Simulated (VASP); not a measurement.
# In (P6_3/mmc) in VASP: relaxation of cell and atoms with RPBE

Aim: the relaxation of cell and atoms of In with RPBE.

Program: VASP 6.6.1. These are calculated values, not measurements. Logs are shortened: lines on timing, memory, paths and dates and some standing lists are left out, and cuts for length are marked.

## Step 1: The cell of the first run

The structure is hexagonal, space group P6_3/mmc (No. 194). Conventional cell: a = 3.331 Å, b = 3.331 Å, c = 10.880 Å, α = 90.00°, β = 90.00°, γ = 120.00°. In (site symmetry -3m) has 12 In at 3.33 Å within 4.4 Å. In (site symmetry -6m2) has 12 In at 3.33 Å within 4.4 Å.

## Step 2: Relaxation of cell and atoms, RPBE

Contents of INCAR:

```
SYSTEM = In
PREC = Accurate
ENCUT = 600
EDIFF = 1E-6
ISMEAR = -1
SIGMA = 0.1
LREAL = .False.
LASPH = .True.
NELM = 100
ALGO = Normal
ISIF = 3
LWAVE = .False.
LCHARG = .False.
GGA = RP
IBRION = 2
NSW = 80
EDIFFG = -0.01
```

Contents of KPOINTS:

```
regular mesh
0
Gamma
  11 11 3
  0 0 0
```

Contents of POSCAR:

```
In
1.0
    3.3313943041      0.0000000000      0.0000000000
   -1.6656971520      2.8850720974      0.0000000000
    0.0000000000      0.0000000000     10.8803337972
In
4
Direct
    0.0000000000      0.0000000000      0.0000000000
    0.0000000000      0.0000000000      0.5000000000
    0.3333333333      0.6666666667      0.2500000000
    0.6666666667      0.3333333333      0.7500000000
```

Potentials or basis: VASP PAW PBE potentials, release 64 (In_d).

Run with:

```sh
$ cat potpaw_PBE.64/In_d/POTCAR > POTCAR
$ mpirun -np 1 vasp_std > vasp.out
```

OUTCAR:

```text
SYSTEM = In
   PREC = Accurate
   ENCUT = 600
   EDIFF = 1E-6
   ISMEAR = -1
   LREAL = .False.
   LASPH = .True.
   NELM = 100
   ISIF = 3
   GGA = RP
   IBRION = 2
   NSW = 80
   EDIFFG = -0.01

 ion  position               nearest neighbor table
   1  0.000  0.000  0.000-   3 3.33   4 3.33   3 3.33   4 3.33   4 3.33   3 3.33
   2  0.000  0.000  0.500-   3 3.33   4 3.33   3 3.33   4 3.33   4 3.33   3 3.33
   3  0.333  0.667  0.250-   1 3.33   2 3.33   1 3.33   2 3.33   1 3.33   2 3.33
   4  0.667  0.333  0.750-   1 3.33   2 3.33   1 3.33   2 3.33   1 3.33   2 3.33

  LATTYP: Found a hexagonal cell.
 ALAT       =     3.3313943041
 C/A-ratio  =     3.2660000000

  Lattice vectors:

 A1 = (   3.3313943041,   0.0000000000,   0.0000000000)
 A2 = (  -1.6656971520,   2.8850720974,   0.0000000000)
 A3 = (   0.0000000000,   0.0000000000,  10.8803337972)

Analysis of symmetry for initial positions (statically):
=====================================================================
 Subroutine PRICEL returns:
 Original cell was already a primitive cell.

 Routine SETGRP: Setting up the symmetry group for a
 hexagonal supercell.

 Subroutine GETGRP returns: Found 24 space group operations
 (whereof 12 operations were pure point group operations)
 out of a pool of 24 trial point group operations.

The static configuration has the point symmetry D_3d.
 The point group associated with its full space group is D_6h.

Analysis of symmetry for dynamics (positions and initial velocities):
=====================================================================
 Subroutine PRICEL returns:
 Original cell was already a primitive cell.

 Routine SETGRP: Setting up the symmetry group for a
 hexagonal supercell.

 Subroutine GETGRP returns: Found 24 space group operations
 (whereof 12 operations were pure point group operations)
 out of a pool of 24 trial point group operations.

The dynamic configuration has the point symmetry D_3d.
 The point group associated with its full space group is D_6h.

 Subroutine INISYM returns: Found 24 space group operations
 (whereof 12 operations are pure point group operations),
 and found     1 'primitive' translations

----------------------------------------------------------------------------------------

                                     Primitive cell

  volume of cell :     104.5743

  direct lattice vectors                    reciprocal lattice vectors
     3.331394304  0.000000000  0.000000000     0.300174614  0.173305894  0.000000000
    -1.665697152  2.885072097  0.000000000     0.000000000  0.346611789  0.000000000
     0.000000000  0.000000000 10.880333797     0.000000000  0.000000000  0.091908945

  length of vectors
     3.331394304  3.331394304 10.880333797     0.346611789  0.346611789  0.091908945

  position of ions in fractional coordinates (direct lattice)
     0.000000000  0.000000000  0.000000000
     0.000000000  0.000000000  0.500000000
     0.333333333  0.666666667  0.250000000
     0.666666667  0.333333333  0.750000000

  ion indices of the primitive-cell ions
   primitive index   ion index
                 1           1
                 2           2
                 3           3
                 4           4

----------------------------------------------------------------------------------------

 KPOINTS: regular mesh

Automatic generation of k-mesh.
 Grid dimensions read from file:
 generate k-points for:   11   11    3

 Generating k-lattice:

  Cartesian coordinates                     Fractional coordinates (reciprocal lattice)
     0.027288601  0.015755081  0.000000000     0.090909091 -0.000000000  0.000000000
     0.000000000  0.031510163  0.000000000     0.000000000  0.090909091  0.000000000
     0.000000000  0.000000000  0.030636315     0.000000000  0.000000000  0.333333333

  Length of vectors
     0.031510163  0.031510163  0.030636315

  Shift w.r.t. Gamma in fractional coordinates (k-lattice)
     0.000000000  0.000000000  0.000000000

 Subroutine IBZKPT returns following result:
 ===========================================

 Found     32 irreducible k-points:

 Following reciprocal coordinates:
            Coordinates               Weight
  0.000000  0.000000  0.000000      1.000000
  0.090909 -0.000000  0.000000      6.000000
  0.181818  0.000000  0.000000      6.000000
  0.272727  0.000000  0.000000      6.000000
  0.363636  0.000000  0.000000      6.000000
  0.454545  0.000000  0.000000      6.000000
[... 16 lines left out ...]
  0.090909  0.090909  0.333333     12.000000
  0.181818  0.090909  0.333333     24.000000
 [... further k-points ...]
   k-points           NKPTS =     32   k-points in BZ     NKDIM =     32   number of bands    NBANDS=     31
   number of dos      NEDOS =    301   number of ions     NIONS =      4
   total plane-waves  NPLWV =  70560
   dimension x,y,z NGX =    28 NGY =   28 NGZ =   90
   dimension x,y,z NGXF=    56 NGYF=   56 NGZF=  180
   ions per type =               4
   NGX,Y,Z   is equivalent  to a cutoff of  13.97, 13.97, 13.75 a.u.
   NGXF,Y,Z  is equivalent  to a cutoff of  27.95, 27.95, 27.50 a.u.
 SYSTEM =  In
   PREC   = accura    normal or accurate (medium, high low for compatibility)
   ISTART =      0    job   : 0-new  1-cont  2-samecut
   ICHARG =      2    charge: 1-file 2-atom 10-const
   ISPIN  =      1    spin polarized calculation?
   LNONCOLLINEAR =      F non collinear calculations
   LSORBIT =      F    spin-orbit coupling
   LASPH  =      T    aspherical Exc in radial PAW
   ENCUT  =  600.0 eV  44.10 Ry    6.64 a.u.   6.65  6.65 21.73*2*pi/ulx,y,z
   NELM   =    100;   NELMIN=  2; NELMDL= -5     # of ELM steps
   EDIFF  = 0.1E-05   stopping-criterion for ELM
   LREAL  =      F    real-space projection
   EDIFFG = -.1E-01   stopping-criterion for IOM
   NSW    =     80    number of steps for IOM
   IBRION =      2    ionic relax: 0-MD 1-quasi-New 2-CG
   NFREE  =      1    steps in history (QN), initial steepest desc. (CG)
   ISIF   =      3    stress and relaxation
   ISYM   =      2    0-nonsym 1-usesym 2-fastsym
   POTIM  = 0.5000    time-step for ionic-motion
   TEBEG  =    0.0;   TEEND  =   0.0 temperature during run
   PSTRESS=    0.0 pullay stress
   NELECT =      52.0000    total number of electrons
   NUPDOWN=      -1.0000    fix difference up-down
   EMIN   =  10.00;   EMAX   =-10.00  energy-range for DOS
   EFERMI =   0.00;   METHOD = LEGACY
   ISMEAR =    -1;   SIGMA  =   0.10  broadening in eV -4-tet -1-fermi 0-gaus
   EFERMI_NEDOS =   21; number of points for ismear=-14 and -15
   IALGO  =     38    algorithm
   IMIX   =      4    mixing-type and parameters
     AMIX     =   0.40;   BMIX     =  1.00
     AMIX_MAG =   1.60;   BMIX_MAG =  1.00
  volume/ion in A,a.u.               =      26.14       176.43
  Fermi-wavevector in a.u.,A,eV,Ry     =   1.296983  2.450943 22.887245  1.682165
  Thomas-Fermi vector in A             =   2.428405
   LORBIT       =      0    0 simple, 1 ext, 2 COOP (PROOUT), +10 PAW based schemes
   GGA     = RP    functional components
   LHFCALC =     F    Hartree Fock is set to
   AEXX    =    0.0000 exact exchange contribution
   IVDW    =     0    specifies the selected vdW correction
   LEPSILON=     F    determine dielectric tensor
   LRPA    =     F    only Hartree local field effects (RPA)
 conjugate gradient relaxation of ions
 non-spin polarized calculation
  energy-cutoff  :      600.00
  volume of cell :      104.57
 maximum number of plane-waves:      3525
 NGX is ok and might be reduce to    28
   NGX = 13   NGY = 13   NGZ = 43

--------------------------------------- Ionic step        1  -------------------------------------------

 number of electron      51.9999990 magnetization

 Free energy of the ion-electron system (eV)
  ---------------------------------------------------
  ext. energy  EPLUGINS =         0.00000000
  ---------------------------------------------------
  free energy    TOTEN  =        -8.71996357 eV

  energy without entropy =       -8.66288674  energy(sigma->0) =       -8.69142516

 E-fermi :   7.6775     XC(G=0): -10.1623

 val. band max:        7.6739009763   @ k =   0.3636   0.0000   0.0000
 cond. band min:       7.7406506337   @ k =   0.1818   0.1818   0.3333
 fundamental gap:      0.0667496575
 Fermi energy:         7.6775217980

 k-point     1 :       0.0000    0.0000    0.0000
  band No.  band energies     occupation
      1      -7.0942      2.00000
      2      -7.0583      2.00000
      3      -7.0440      2.00000
      4      -7.0264      2.00000
      5      -7.0263      2.00000
      6      -7.0263      2.00000
[... 805 lines left out ...]
     30      12.3051      0.00000
     31      12.8756      0.00000

 [... further k-points ...]
[... 5 lines left out ...]
  --------------------------------------------------------------------------------------
  -------------------------------------------------------------------------------------
  Total        2.5270243      2.5270243      2.3028322      0.0000000      0.0000000      0.0000000
  in kB       38.7164094     38.7164094     35.2815739      0.0000000      0.0000000      0.0000000
  external PRESSURE =      37.5714643 kB  Pullay stress =       0.0000000 kB
[... 213 lines left out ...]
  energy  without entropy=       -8.7712209473  energy(sigma->0) =       -8.80227483

--------------------------------------- Ionic step        7  -------------------------------------------

 number of electron      52.0000018 magnetization

 Free energy of the ion-electron system (eV)
  ---------------------------------------------------
  ext. energy  EPLUGINS =         0.00000000
  ---------------------------------------------------
  free energy    TOTEN  =        -8.83338562 eV

  energy without entropy =       -8.77136987  energy(sigma->0) =       -8.80237775

 E-fermi :   6.6075     XC(G=0):  -9.7076

 val. band max:        6.6061999008   @ k =   0.3636   0.0000   0.0000
 cond. band min:       6.6230036551   @ k =   0.2727   0.0909   0.0000
 fundamental gap:      0.0168037543
 Fermi energy:         6.6074572751

 k-point     1 :       0.0000    0.0000    0.0000
  band No.  band energies     occupation
      1      -8.0289      2.00000
      2      -8.0081      2.00000
      3      -7.9925      2.00000
      4      -7.9923      2.00000
      5      -7.9923      2.00000
      6      -7.9842      2.00000
[... 805 lines left out ...]
     30      10.8598      0.00000
     31      11.4829      0.00000

 [... further k-points ...]
[... 5 lines left out ...]
  --------------------------------------------------------------------------------------
  -------------------------------------------------------------------------------------
  Total       -0.0004620     -0.0004620     -0.0097508     -0.0000000      0.0000000      0.0000000
  in kB       -0.0064261     -0.0064261     -0.1356201     -0.0000000      0.0000000      0.0000000
  external PRESSURE =      -0.0494907 kB  Pullay stress =       0.0000000 kB
[... 19 lines left out ...]
  FREE ENERGIE OF THE ION-ELECTRON SYSTEM (eV)
  ---------------------------------------------------
  free  energy   TOTEN  =        -8.8333856238 eV

  energy  without entropy=       -8.7713698680  energy(sigma->0) =       -8.80237775

 reached required accuracy - stopping structural energy minimisation
```

Wall time 8.9 min (1 thread of Intel Xeon 6975P-C (Granite Rapids), shared host); peak memory 0.31 GiB.

Results:

```
Free energy                            : -8.8334 eV
Relaxed volume                         : 28.80 Å³/atom
Relaxed cell                           : a = 3.448 Å, b = 3.448 Å, c = 11.189 Å, α = 90.00°, β = 90.00°, γ = 120.00°
Space group after relaxing (to 0.05 Å) : P6_3/mmc (No. 194)
Energy gained by relaxing              : 28.4 meV/atom
Ionic steps                            : 7
Pressure after relaxing                : 0.0 GPa
Band gap on the k mesh                 : zero (band 26 reaches 9.95 eV, above the bottom of band 27 at 5.58 eV)
```

The path:
```csv
step,energy change (eV),largest force (eV/Å),pressure (GPa),volume (Å³)
1,0.0000,0.0000,3.76,104.57
2,-0.1123,0.0000,0.43,114.13
3,-0.1119,0.0000,-0.31,116.57
4,-0.1132,0.0000,-0.09,115.55
5,-0.1133,0.0000,0.01,115.21
6,-0.1134,0.0000,0.00,115.20
7,-0.1134,0.0000,0.00,115.19
```

Final structure:
```xyz
4
Lattice="3.4479 0.0000 0.0000 -1.7239 2.9859 0.0000 0.0000 0.0000 11.1890" Properties=species:S:1:pos:R:3 pbc="T T T"
In    0.0000    0.0000    0.0000
In    0.0000    0.0000    5.5945
In    0.0000    1.9906    2.7973
In    1.7239    0.9953    8.3918
```

Levels at points of the mesh, in eV from the Fermi level:
```
           k point  band 21  band 22  band 23  band 24  band 25  band 26  band 27  band 28  band 29  band 30
(0.00, 0.00, 0.00)    -8.89    -7.60    -7.59    -4.17    -2.96     2.99     3.00     7.70     7.70     8.48
```

Caveat: the PAW data sets were made with another functional, which shifts forces and pressure a little; spin-orbit coupling is left out, which moves the levels of the heavy elements.
